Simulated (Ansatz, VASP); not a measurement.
BN: VASP beside Ansatz

File INCAR:

```
SYSTEM = BN
PREC = Accurate
ENCUT = 600
EDIFF = 1E-6
ISMEAR = -1
SIGMA = 0.01
LREAL = Auto
LASPH = .True.
NELM = 120
ALGO = Normal
ISIF = 2
LWAVE = .False.
LCHARG = .False.
GGA = PE
NBANDS = 96
GGA_COMPAT = .False.
```

Contents of KPOINTS:

```
regular mesh
0
Gamma
  1 1 1
  0 0 0
```

The input POSCAR:

```
BN
1.0
    7.4650312800      0.0000000000      0.0000000000
   -3.7325156400      6.4649067300      0.0000000000
    0.0000000000      0.0000000000      6.4954828800
B N
18 18
Direct
    0.1111968464      0.2221364869      0.2500000000
    0.2221364869      0.1111968464      0.7500000000
    0.1111968464      0.5554698202      0.2500000000
    0.2221364869      0.4445301798      0.7500000000
    0.1111968464      0.8888031536      0.2500000000
    0.2221364869      0.7778635131      0.7500000000
    0.4445301798      0.2221364869      0.2500000000
    0.5554698202      0.1111968464      0.7500000000
    0.4445301798      0.5554698202      0.2500000000
    0.5554698202      0.4445301798      0.7500000000
    0.4445301798      0.8888031536      0.2500000000
    0.5554698202      0.7778635131      0.7500000000
    0.7778635131      0.2221364869      0.2500000000
    0.8888031536      0.1111968464      0.7500000000
    0.7778635131      0.5554698202      0.2500000000
    0.8888031536      0.4445301798      0.7500000000
    0.7778635131      0.8888031536      0.2500000000
    0.8888031536      0.7778635131      0.7500000000
    0.1114069253      0.2219264080      0.7500000000
    0.2219264080      0.1114069253      0.2500000000
    0.1114069253      0.5552597413      0.7500000000
    0.2219264080      0.4447402587      0.2500000000
    0.1114069253      0.8885930747      0.7500000000
    0.2219264080      0.7780735920      0.2500000000
    0.4447402587      0.2219264080      0.7500000000
    0.5552597413      0.1114069253      0.2500000000
    0.4447402587      0.5552597413      0.7500000000
    0.5552597413      0.4447402587      0.2500000000
    0.4447402587      0.8885930747      0.7500000000
    0.5552597413      0.7780735920      0.2500000000
    0.7780735920      0.2219264080      0.7500000000
    0.8885930747      0.1114069253      0.2500000000
    0.7780735920      0.5552597413      0.7500000000
    0.8885930747      0.4447402587      0.2500000000
    0.7780735920      0.8885930747      0.7500000000
    0.8885930747      0.7780735920      0.2500000000
```

Input for Ansatz:

```yaml
crystal:
  lattice:
    - [7.46503128, 0.0, 0.0]
    - [-3.73251564, 6.46490673, 0.0]
    - [0.0, 0.0, 6.49548288]
  atoms:
    - { symbol: B, position: [0.1111968464205, 0.2221364869128, 0.25] }
    - { symbol: B, position: [0.2221364869128, 0.1111968464205, 0.75] }
    - { symbol: "N", position: [0.111406925317, 0.2219264080163, 0.75] }
    - { symbol: "N", position: [0.2219264080163, 0.111406925317, 0.25] }
    - { symbol: B, position: [0.1111968464205, 0.5554698202461, 0.25] }
    - { symbol: B, position: [0.2221364869128, 0.4445301797539, 0.75] }
    - { symbol: "N", position: [0.111406925317, 0.5552597413496, 0.75] }
    - { symbol: "N", position: [0.2219264080163, 0.4447402586504, 0.25] }
    - { symbol: B, position: [0.1111968464205, 0.8888031535795, 0.25] }
    - { symbol: B, position: [0.2221364869128, 0.7778635130872, 0.75] }
    - { symbol: "N", position: [0.111406925317, 0.888593074683, 0.75] }
    - { symbol: "N", position: [0.2219264080163, 0.7780735919837, 0.25] }
    - { symbol: B, position: [0.4445301797539, 0.2221364869128, 0.25] }
    - { symbol: B, position: [0.5554698202461, 0.1111968464205, 0.75] }
    - { symbol: "N", position: [0.4447402586504, 0.2219264080163, 0.75] }
    - { symbol: "N", position: [0.5552597413496, 0.111406925317, 0.25] }
    - { symbol: B, position: [0.4445301797539, 0.5554698202461, 0.25] }
    - { symbol: B, position: [0.5554698202461, 0.4445301797539, 0.75] }
    - { symbol: "N", position: [0.4447402586504, 0.5552597413496, 0.75] }
    - { symbol: "N", position: [0.5552597413496, 0.4447402586504, 0.25] }
    - { symbol: B, position: [0.4445301797539, 0.8888031535795, 0.25] }
    - { symbol: B, position: [0.5554698202461, 0.7778635130872, 0.75] }
    - { symbol: "N", position: [0.4447402586504, 0.888593074683, 0.75] }
    - { symbol: "N", position: [0.5552597413496, 0.7780735919837, 0.25] }
    - { symbol: B, position: [0.7778635130872, 0.2221364869128, 0.25] }
    - { symbol: B, position: [0.8888031535795, 0.1111968464205, 0.75] }
    - { symbol: "N", position: [0.7780735919837, 0.2219264080163, 0.75] }
    - { symbol: "N", position: [0.888593074683, 0.111406925317, 0.25] }
    - { symbol: B, position: [0.7778635130872, 0.5554698202461, 0.25] }
    - { symbol: B, position: [0.8888031535795, 0.4445301797539, 0.75] }
    - { symbol: "N", position: [0.7780735919837, 0.5552597413496, 0.75] }
    - { symbol: "N", position: [0.888593074683, 0.4447402586504, 0.25] }
    - { symbol: B, position: [0.7778635130872, 0.8888031535795, 0.25] }
    - { symbol: B, position: [0.8888031535795, 0.7778635130872, 0.75] }
    - { symbol: "N", position: [0.7780735919837, 0.888593074683, 0.75] }
    - { symbol: "N", position: [0.888593074683, 0.7780735919837, 0.25] }
basis:
  ecutwfc: 420.0
  ecutrho_ratio: 4
  xc_grid: 2
  fft_grid_basis: typed
  precision: f64
kpoints:
  mp_grid: { grid: [1, 1, 1] }
hamiltonian:
  pseudopotentials: { kind: paw, azcp: { folder: soft_1 } }
scf:
  max_iter: 100
  self_checks: high
  occupations: { method: fermi_dirac, width: 0.01 }
output:
  forces: true
checkpoint:
  write: "../host.s2.run"
  compress: false
  write_wavefunctions: true
  write_every: 100000
```

Alike in both runs: task single point; functional PBE; k mesh 1 × 1 × 1; occupations fermi-dirac, width 0.01 eV; no spin polarisation.

|  | VASP | Ansatz |
| --- | --- | --- |
| version | VASP 6.6.1 | Ansatz 0.2.0 |
| potentials or method | VASP PAW PBE potentials, release 64 (B, N), cutoff 600 eV | plane-wave PAW DFT |
| valence electrons in the cell | 144 | 144 |

Ansatz gave:

```
gap on the k mesh at the Fermi level (eV) : 4.97
rms of the force components (eV/Å)        : 0.127
```

Question: Estimate VASP's values.

Answer: gap on the k mesh at the Fermi level (eV): 4.97; rms of the force components (eV/Å): 0.126.

The k mesh is coarse, so the values compare programs but aren't converged.
